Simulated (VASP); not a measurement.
# KCl: electric field gradients with PBEsol

KCl:

```
K Cl
1.0
     0.06312    3.18766    3.18766
     3.18766    0.06312    3.18766
     3.18766    3.18766    0.06312
K Cl
1 1
Direct
  0.00000 0.00000 0.00000
  0.50000 0.50000 0.50000
```

This cell differs from its parent crystal: equal xy, yz and zx shear strains of +2 %.

```json
{
 "Program": "VASP 6.6.1",
 "Task": "electric field gradients",
 "Functional": "PBEsol",
 "Potentials or basis": "VASP PAW PBE potentials, release 64 (K_sv, Cl)",
 "Cutoff": "520 eV",
 "k mesh": "7 × 7 × 7",
 "Occupations": "fermi-dirac, width 0.03 eV",
 "Spin": "no spin polarisation",
 "Dipole correction": "no",
 "Further INCAR settings": "ALGO = Normal; EDIFF = 1e-08; NBANDS = 15"
}
```

```json
{
  "Pressure": "-0.5 GPa",
  "Band gap on the k mesh": "4.97 eV",
  "Largest electric field gradient by atom": "K -2.2; Cl +2.8 V/Å²"
}
```

Stress tensor (GPa, compression positive):
```
-0.52 -0.14 -0.14
-0.14 -0.52 -0.14
-0.14 -0.14 -0.52
```

Levels at points of the mesh, in eV from the valence-band top:
| k point | band 5 | band 6 | band 7 | band 8 | band 9 | band 10 | band 11 | band 12 |
| --- | --- | --- | --- | --- | --- | --- | --- | --- |
| (0.00, 0.00, 0.00) | -10.62 | -0.06 | 0.00 | 0.00 | 4.97 | 8.11 | 8.35 | 8.35 |

Electric field gradients, principal values (V/Å²):
| atom | least | middle | greatest (by size) |
| --- | --- | --- | --- |
| 1 K | 1.110 | 1.110 | -2.220 |
| 2 Cl | -1.404 | -1.404 | 2.809 |

Wall time 86 s on 1 thread of Intel Xeon 8259CL, with other jobs on the host, peak memory 0.22 GiB.

Caveat: the cell differs from its parent crystal (equal xy, yz and zx shear strains of +2 %); without QUAD_EFG the Cq values of the log hold for a quadrupole moment of 1 mb, not for the nuclei; the PAW data sets were made with another functional, which shifts forces and pressure a little; an odd mesh through Γ misses points on the zone boundary, where band edges can lie.
